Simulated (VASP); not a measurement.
Slab: C, a slab with vacuum.

```
C
1.0
     2.45617    0.00000    0.00000
    -1.22809    2.12711    0.00000
     0.00000    0.00000    8.52380
C
2
Direct
  0.33333 0.66667 0.00000
  0.66667 0.33333 0.00000
```

Base run:

| Item | Value |
| --- | --- |
| Program | VASP 6.6.1 |
| Functional | PBEsol |
| Dispersion | D3(BJ) |
| Potentials or basis | VASP PAW PBE potentials, release 64 (C) |
| Cutoff | 600 eV |
| k mesh | 9 × 9 × 3 |
| Occupations | gaussian, width 0.1 eV |
| Spin | no spin polarisation |

Its results: band gap on the k mesh zero (filled and empty bands touch).

Question: The run is repeated on the same cell with these changes: k mesh from 9 × 9 × 3 to 4 × 4 × 1. What comes out?

Answer: Band gap on the k mesh 4.04 eV, direct.

Caveats: some runs use coarse meshes; three body term missing.

A k mesh can miss the band edges.
